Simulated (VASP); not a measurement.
# Cu3TeAs3 (Pm-3m) in VASP: notebook

Runs on Cu3TeAs3. Level: PBE. Tasks: single point, relaxation of cell and atoms.

All numbers are computed with VASP 6.6.1; they aren't measurements. Logs are shortened: lines on timing, memory, paths and dates and some standing lists are left out, and cuts for length are marked.

**1. The cell of the first run**

It takes space group Pm-3m (No. 221, cubic). The conventional cell has a = 5.146 Å, b = 5.146 Å, c = 5.146 Å, α = 90.00°, β = 90.00°, γ = 90.00°. Within 3.4 Å of Cu (site symmetry 4/mmm) lie 2 Te at 2.57 Å and 4 As at 2.57 Å. Within 3.4 Å of Te (site symmetry m-3m) lie 6 Cu at 2.57 Å. Within 3.4 Å of As (site symmetry 4/mmm) lie 4 Cu at 2.57 Å.

The cell was built from a structure type or drawn by symmetry, and may not be a known phase.

**2. Single point, PBE**

Contents of INCAR:

```
SYSTEM = Cu3TeAs3
PREC = Accurate
ENCUT = 520
EDIFF = 1E-7
ISMEAR = 0
SIGMA = 0.1
LREAL = .FALSE.
LASPH = .TRUE.
NELM = 100
ALGO = Normal
ISIF = 2
LWAVE = .FALSE.
LCHARG = .FALSE.
GGA = PE
NBANDS = 36
```

Contents of KPOINTS:

```
Automatic mesh
0
G
  4 4 4
  0 0 0
```

Contents of POSCAR:

```
Cu3TeAs3
1.0
    5.1462749224      0.0000000000      0.0000000000
    0.0000000000      5.1462749224      0.0000000000
    0.0000000000      0.0000000000      5.1462749224
Cu Te As
3 1 3
Direct
    0.5000000000      0.5000000000      0.0000000000
    0.0000000000      0.5000000000      0.5000000000
    0.5000000000      0.0000000000      0.5000000000
    0.5000000000      0.5000000000      0.5000000000
    0.5000000000      0.0000000000      0.0000000000
    0.0000000000      0.5000000000      0.0000000000
    0.0000000000      0.0000000000      0.5000000000
```

Potentials or basis: VASP PAW PBE potentials, release 64 (Cu, Te, As).

The run is started by

```bash
> cat potpaw_PBE.64/Cu/POTCAR potpaw_PBE.64/Te/POTCAR potpaw_PBE.64/As/POTCAR > POTCAR
> mpirun -np 1 vasp_std > vasp.out
```

OUTCAR:

```text
SYSTEM = Cu3TeAs3
   PREC = Accurate
   ENCUT = 520
   EDIFF = 1E-7
   ISMEAR = 0
   LREAL = .FALSE.
   LASPH = .TRUE.
   NELM = 100
   ISIF = 2
   GGA = PE

 ion  position               nearest neighbor table
   1  0.500  0.500  0.000-   4 2.57   5 2.57   6 2.57   4 2.57   5 2.57   6 2.57
   2  0.000  0.500  0.500-   4 2.57   6 2.57   7 2.57   6 2.57   7 2.57   4 2.57
   3  0.500  0.000  0.500-   4 2.57   5 2.57   7 2.57   5 2.57   4 2.57   7 2.57
   4  0.500  0.500  0.500-   1 2.57   2 2.57   3 2.57   1 2.57   3 2.57   2 2.57
   5  0.500  0.000  0.000-   1 2.57   3 2.57   3 2.57   1 2.57
   6  0.000  0.500  0.000-   1 2.57   2 2.57   2 2.57   1 2.57
   7  0.000  0.000  0.500-   2 2.57   3 2.57   2 2.57   3 2.57

  LATTYP: Found a simple cubic cell.
 ALAT       =     5.1462749224

  Lattice vectors:

 A1 = (   5.1462749224,   0.0000000000,   0.0000000000)
 A2 = (   0.0000000000,   5.1462749224,   0.0000000000)
 A3 = (   0.0000000000,   0.0000000000,   5.1462749224)

Analysis of symmetry for initial positions (statically):
=====================================================================
 Subroutine PRICEL returns:
 Original cell was already a primitive cell.

 Routine SETGRP: Setting up the symmetry group for a
 simple cubic supercell.

 Subroutine GETGRP returns: Found 48 space group operations
 (whereof 48 operations were pure point group operations)
 out of a pool of 48 trial point group operations.

The static configuration has the point symmetry O_h .

Analysis of symmetry for dynamics (positions and initial velocities):
=====================================================================
 Subroutine PRICEL returns:
 Original cell was already a primitive cell.

 Routine SETGRP: Setting up the symmetry group for a
 simple cubic supercell.

 Subroutine GETGRP returns: Found 48 space group operations
 (whereof 48 operations were pure point group operations)
 out of a pool of 48 trial point group operations.

The dynamic configuration has the point symmetry O_h .

 Subroutine INISYM returns: Found 48 space group operations
 (whereof 48 operations are pure point group operations),
 and found     1 'primitive' translations

----------------------------------------------------------------------------------------

                                     Primitive cell

  volume of cell :     136.2947

  direct lattice vectors                    reciprocal lattice vectors
     5.146274922  0.000000000  0.000000000     0.194315309  0.000000000  0.000000000
     0.000000000  5.146274922  0.000000000     0.000000000  0.194315309  0.000000000
     0.000000000  0.000000000  5.146274922     0.000000000  0.000000000  0.194315309

  length of vectors
     5.146274922  5.146274922  5.146274922     0.194315309  0.194315309  0.194315309

  position of ions in fractional coordinates (direct lattice)
     0.500000000  0.500000000  0.000000000
     0.000000000  0.500000000  0.500000000
     0.500000000  0.000000000  0.500000000
     0.500000000  0.500000000  0.500000000
     0.500000000  0.000000000  0.000000000
     0.000000000  0.500000000  0.000000000
     0.000000000  0.000000000  0.500000000

  ion indices of the primitive-cell ions
   primitive index   ion index
                 1           1
                 2           2
                 3           3
                 4           4
                 5           5
                 6           6
                 7           7

----------------------------------------------------------------------------------------

 KPOINTS: Automatic mesh

Automatic generation of k-mesh.
 Grid dimensions read from file:
 generate k-points for:    4    4    4

 Generating k-lattice:

  Cartesian coordinates                     Fractional coordinates (reciprocal lattice)
     0.048578827  0.000000000  0.000000000     0.250000000  0.000000000  0.000000000
     0.000000000  0.048578827  0.000000000     0.000000000  0.250000000  0.000000000
     0.000000000  0.000000000  0.048578827     0.000000000  0.000000000  0.250000000

  Length of vectors
     0.048578827  0.048578827  0.048578827

  Shift w.r.t. Gamma in fractional coordinates (k-lattice)
     0.000000000  0.000000000  0.000000000

 Subroutine IBZKPT returns following result:
 ===========================================

 Found     10 irreducible k-points:

 Following reciprocal coordinates:
            Coordinates               Weight
  0.000000  0.000000  0.000000      1.000000
  0.250000  0.000000  0.000000      6.000000
  0.500000  0.000000  0.000000      3.000000
  0.250000  0.250000  0.000000     12.000000
  0.500000  0.250000  0.000000     12.000000
  0.500000  0.500000  0.000000      3.000000
  0.250000  0.250000  0.250000      8.000000
  0.500000  0.250000  0.250000     12.000000
  0.500000  0.500000  0.250000      6.000000
  0.500000  0.500000  0.500000      1.000000
   k-points           NKPTS =     10   k-points in BZ     NKDIM =     10   number of bands    NBANDS=     36
   number of dos      NEDOS =    301   number of ions     NIONS =      7
   total plane-waves  NPLWV =  64000
   dimension x,y,z NGX =    40 NGY =   40 NGZ =   40
   dimension x,y,z NGXF=    80 NGYF=   80 NGZF=   80
   ions per type =               3   1   3
   NGX,Y,Z   is equivalent  to a cutoff of  12.92, 12.92, 12.92 a.u.
   NGXF,Y,Z  is equivalent  to a cutoff of  25.84, 25.84, 25.84 a.u.
 SYSTEM =  Cu3TeAs3
   PREC   = accura    normal or accurate (medium, high low for compatibility)
   ISTART =      0    job   : 0-new  1-cont  2-samecut
   ICHARG =      2    charge: 1-file 2-atom 10-const
   ISPIN  =      1    spin polarized calculation?
   LNONCOLLINEAR =      F non collinear calculations
   LSORBIT =      F    spin-orbit coupling
   LASPH  =      T    aspherical Exc in radial PAW
   ENCUT  =  520.0 eV  38.22 Ry    6.18 a.u.   9.57  9.57  9.57*2*pi/ulx,y,z
   NELM   =    100;   NELMIN=  2; NELMDL= -5     # of ELM steps
   EDIFF  = 0.1E-06   stopping-criterion for ELM
   LREAL  =      F    real-space projection
   EDIFFG = 0.1E-05   stopping-criterion for IOM
   NSW    =      0    number of steps for IOM
   IBRION =     -1    ionic relax: 0-MD 1-quasi-New 2-CG
   NFREE  =      0    steps in history (QN), initial steepest desc. (CG)
   ISIF   =      2    stress and relaxation
   ISYM   =      2    0-nonsym 1-usesym 2-fastsym
   POTIM  = 0.5000    time-step for ionic-motion
   TEBEG  =    0.0;   TEEND  =   0.0 temperature during run
   PSTRESS=    0.0 pullay stress
   NELECT =      54.0000    total number of electrons
   NUPDOWN=      -1.0000    fix difference up-down
   EMIN   =  10.00;   EMAX   =-10.00  energy-range for DOS
   EFERMI =   0.00;   METHOD = LEGACY
   ISMEAR =     0;   SIGMA  =   0.10  broadening in eV -4-tet -1-fermi 0-gaus
   EFERMI_NEDOS =   21; number of points for ismear=-14 and -15
   IALGO  =     38    algorithm
   IMIX   =      4    mixing-type and parameters
     AMIX     =   0.40;   BMIX     =  1.00
     AMIX_MAG =   1.60;   BMIX_MAG =  1.00
  volume/ion in A,a.u.               =      19.47       131.39
  Fermi-wavevector in a.u.,A,eV,Ry     =   1.202393  2.272193 19.670608  1.445749
  Thomas-Fermi vector in A             =   2.338176
   LORBIT       =      0    0 simple, 1 ext, 2 COOP (PROOUT), +10 PAW based schemes
   GGA     = PE    functional components
   LHFCALC =     F    Hartree Fock is set to
   AEXX    =    0.0000 exact exchange contribution
   IVDW    =     0    specifies the selected vdW correction
   LEPSILON=     F    determine dielectric tensor
   LRPA    =     F    only Hartree local field effects (RPA)
 non-spin polarized calculation
 Gauss-broadening in eV      SIGMA  =   0.10
  energy-cutoff  :      520.00
  volume of cell :      136.29
 maximum number of plane-waves:      3743
 NGX is ok and might be reduce to    40
   NGX = 19   NGY = 19   NGZ = 19

 number of electron      53.9999913 magnetization

 Free energy of the ion-electron system (eV)
  ---------------------------------------------------
  ext. energy  EPLUGINS =         0.00000000
  ---------------------------------------------------
  free energy    TOTEN  =       -25.81945280 eV

  energy without entropy =      -25.78483292  energy(sigma->0) =      -25.80214286

 E-fermi :   5.6561     XC(G=0): -10.4815

 val. band max:        5.6477251918   @ k =   0.5000   0.5000   0.2500
 cond. band min:       5.6581565161   @ k =   0.5000   0.2500   0.2500
 fundamental gap:      0.0104313243
 Fermi energy:         5.6560945089

 k-point     1 :       0.0000    0.0000    0.0000
  band No.  band energies     occupation
      1      -7.5552      2.00000
      2      -4.9743      2.00000
      3      -4.4032      2.00000
      4      -4.4032      2.00000
      5       0.5807      2.00000
      6       0.5807      2.00000
[... 28 lines left out ...]
     35      11.0661      0.00000
     36      11.0661      0.00000

 k-point     2 :       0.2500    0.0000    0.0000
  band No.  band energies     occupation
      1      -7.3078      2.00000
      2      -5.2232      2.00000
      3      -4.5950      2.00000
      4      -4.3048      2.00000
      5       0.6127      2.00000
      6       0.7547      2.00000
[... 28 lines left out ...]
     35      11.3261      0.00000
     36      12.1962      0.00000

 k-point     3 :       0.5000    0.0000    0.0000
  band No.  band energies     occupation
      1      -6.9104      2.00000
      2      -5.7705      2.00000
      3      -4.6118      2.00000
      4      -4.1975      2.00000
      5       0.7841      2.00000
      6       1.0233      2.00000
[... 28 lines left out ...]
     35      11.9623      0.00000
     36      12.3711      0.00000
[... 196 lines left out ...]
 k-point     9 :       0.5000    0.5000    0.2500
  band No.  band energies     occupation
      1      -6.2961      2.00000
      2      -4.9457      2.00000
      3      -4.9457      2.00000
      4      -4.8151      2.00000
      5      -0.5443      2.00000
      6      -0.5443      2.00000
[... 28 lines left out ...]
     35      11.1025      0.00000
     36      11.6576      0.00000

 k-point    10 :       0.5000    0.5000    0.5000
  band No.  band energies     occupation
      1      -6.1580      2.00000
      2      -4.7702      2.00000
      3      -4.7702      2.00000
      4      -4.7702      2.00000
      5      -1.0954      2.00000
      6      -1.0954      2.00000
[... 28 lines left out ...]
     35      10.7532      0.00000
     36      10.9954      0.00000

------------------------ aborting loop because EDIFF is reached ----------------------------------------

  FORCE on cell =-STRESS in cart. coord.  units (eV):
  Direction    XX          YY          ZZ          XY          YZ          ZX
  --------------------------------------------------------------------------------------
  -------------------------------------------------------------------------------------
  Total        0.0102939      0.0102939      0.0102939      0.0000000      0.0000000     -0.0000000
  in kB        0.1210075      0.1210075      0.1210075      0.0000000      0.0000000     -0.0000000
  external PRESSURE =       0.1210075 kB  Pullay stress =       0.0000000 kB

 VOLUME and BASIS-vectors are now :
 -----------------------------------------------------------------------------
  energy-cutoff  :      520.00
  volume of cell :      136.29
      direct lattice vectors                 reciprocal lattice vectors
     5.146274922  0.000000000  0.000000000     0.194315309  0.000000000  0.000000000
     0.000000000  5.146274922  0.000000000     0.000000000  0.194315309  0.000000000
     0.000000000  0.000000000  5.146274922     0.000000000  0.000000000  0.194315309

 POSITION                                       TOTAL-FORCE (eV/Angst)
 -----------------------------------------------------------------------------------
      2.57314      2.57314      0.00000         0.000000      0.000000      0.000000
      0.00000      2.57314      2.57314         0.000000      0.000000      0.000000
      2.57314      0.00000      2.57314         0.000000      0.000000      0.000000
      2.57314      2.57314      2.57314         0.000000      0.000000      0.000000
      2.57314      0.00000      0.00000         0.000000      0.000000      0.000000
      0.00000      2.57314      0.00000         0.000000      0.000000      0.000000
      0.00000      0.00000      2.57314         0.000000      0.000000      0.000000
 -----------------------------------------------------------------------------------
    total drift:                                0.000000      0.000000     -0.000000

  FREE ENERGIE OF THE ION-ELECTRON SYSTEM (eV)
  ---------------------------------------------------
  free  energy   TOTEN  =       -25.8194528038 eV

  energy  without entropy=      -25.7848329219  energy(sigma->0) =      -25.80214286
```

Wall time 70 s (1 thread of AMD EPYC 9R45 (Zen 5), shared host); peak memory 0.23 GiB.

What came out:

| Quantity | Value |
| --- | --- |
| Free energy | -25.8195 eV |
| Pressure | 0.0 GPa |
| Band gap on the k mesh | zero (bands 27 and 28 overlap by 3.21 eV) |

Levels at points of the mesh, in eV from the Fermi level:
```csv
k point,band 25,band 26,band 27,band 28,band 29,band 30
"(0.00, 0.00, 0.00)",-1.53,-1.22,-1.22,-1.22,0.58,0.58
"(0.50, 0.00, 0.00)",-1.74,-0.78,-0.61,-0.61,-0.53,0.67
"(0.50, 0.50, 0.00)",-1.76,-1.56,-0.25,1.28,1.80,1.80
"(0.50, 0.50, 0.50)",1.72,1.99,1.99,1.99,2.24,2.24
```

Caveat: spin-orbit coupling is left out, which moves the levels of the heavy elements.

**3. Relaxation of cell and atoms, PBE**

This run uses another cell than the first one, of 20.94 Å³/atom.

Contents of INCAR:

```
  PREC = Accurate
  ENCUT = 600
  EDIFF = 1E-6
  ISMEAR = 0
  SIGMA = 0.1
  LREAL = F
  LASPH = T
  NELM = 100
  ALGO = Normal
  ISIF = 3
  LWAVE = F
  LCHARG = F
  GGA = PE
  IBRION = 2
  NSW = 90
  EDIFFG = -0.04
```

Contents of KPOINTS:

```
Automatic mesh
0
Gamma
  4 4 4
```

POSCAR, as its differences from that of step 2:

```diff
@@ -2,5 +2,5 @@
 1.0
-    5.1462749224      0.0000000000      0.0000000000
-    0.0000000000      5.1462749224      0.0000000000
-    0.0000000000      0.0000000000      5.1462749224
+    5.2727431400      0.0000000000      0.0000000000
+    0.0000000000      5.2727431400      0.0000000000
+    0.0000000000      0.0000000000      5.2727431400
 Cu Te As
```

Potentials or basis: VASP PAW PBE potentials, release 64 (Cu, Te, As).

The run is started by

```bash
> cat potpaw_PBE.64/Cu/POTCAR potpaw_PBE.64/Te/POTCAR potpaw_PBE.64/As/POTCAR > POTCAR
> mpirun -np 1 vasp_std > vasp.out
```

It took 2 min on 1 thread of AMD EPYC 9R45 (Zen 5), shared host; peak memory 0.27 GiB.

Results (log left out):

```yaml
Free_energy: -25.8211 eV
Relaxed_volume: 19.48 Å³/atom
Relaxed_cell: a = 5.147 Å, b = 5.147 Å, c = 5.147 Å, α = 90.00°, β = 90.00°, γ = 90.00°
Space_group_after_relaxing_to_0.1_Å: Pm-3m (No. 221)
Energy_gained_by_relaxing: 24.0 meV/atom
Ionic_steps: 3
Pressure_after_relaxing: -0.1 GPa
Band_gap_on_the_k_mesh: zero (bands 27 and 28 overlap by 3.20 eV)
```

Step by step:
| step | energy change (eV) | largest force (eV/Å) | pressure (GPa) | volume (Å³) |
| --- | --- | --- | --- | --- |
| 1 | 0.0000 | 0.0000 | -5.04 | 146.59 |
| 2 | -0.1483 | 0.0000 | 1.98 | 133.05 |
| 3 | -0.1678 | 0.0000 | -0.10 | 136.36 |

Final structure:
```
CELL_PARAMETERS angstrom
5.14704 0.00000 0.00000
0.00000 5.14704 0.00000
0.00000 0.00000 5.14704
ATOMIC_POSITIONS crystal
Cu 0.50000 0.50000 0.00000
Cu 0.00000 0.50000 0.50000
Cu 0.50000 0.00000 0.50000
Te 0.50000 0.50000 0.50000
As 0.50000 0.00000 0.00000
As 0.00000 0.50000 0.00000
As 0.00000 0.00000 0.50000
```

Levels at points of the mesh, in eV from the Fermi level:
```tsv
k point	band 24	band 25	band 26	band 27	band 28	band 29	band 30	band 31
(0.00, 0.00, 0.00)	-1.53	-1.53	-1.22	-1.22	-1.22	0.57	0.57	1.55
(0.50, 0.00, 0.00)	-2.09	-1.74	-0.78	-0.61	-0.61	-0.54	0.67	0.67
(0.50, 0.50, 0.00)	-1.76	-1.76	-1.56	-0.25	1.28	1.80	1.80	1.80
(0.50, 0.50, 0.50)	1.72	1.72	1.98	1.98	1.98	2.24	2.24	2.24
```

Caveat: spin-orbit coupling is left out, which moves the levels of the heavy elements.

[end of part 1 of 2]
